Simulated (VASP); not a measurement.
Input of a VASP 6.6.1 run:

Contents of INCAR:

```
PREC = Accurate ; ENCUT = 520
EDIFF = 1E-6 ; ISMEAR = -1
SIGMA = 0.08 ; LREAL = F
LASPH = T ; NELM = 80
ALGO = Normal ; ISIF = 2
LWAVE = F ; LCHARG = F
GGA = PE ; NBANDS = 17
```

The input KPOINTS:

```
Automatic mesh
0
Gamma
  12 12 12
```

The input POSCAR:

```
Pd
1.0
    0.0000000000      2.9056008059      2.9056008059
    2.9056008059      0.0000000000      2.9056008059
    2.9056008059      2.9056008059      0.0000000000
Pd
2
Direct
   -0.1250000000     -0.1250000000     -0.1250000000
    0.1250000000      0.1250000000      0.1250000000
```

Potentials or basis: VASP PAW PBE potentials, release 64 (Pd).

Launch:

```sh
$ cat potpaw_PBE.64/Pd/POTCAR > POTCAR
$ mpirun -np 1 vasp_std > vasp.out
```

Question: What does it give for the band gap on the k mesh?

Answer: Zero (band 10 reaches 3.97 eV, above the bottom of band 11 at 3.60 eV).

Question: Predict the pressure.

Answer: -0.3 GPa.
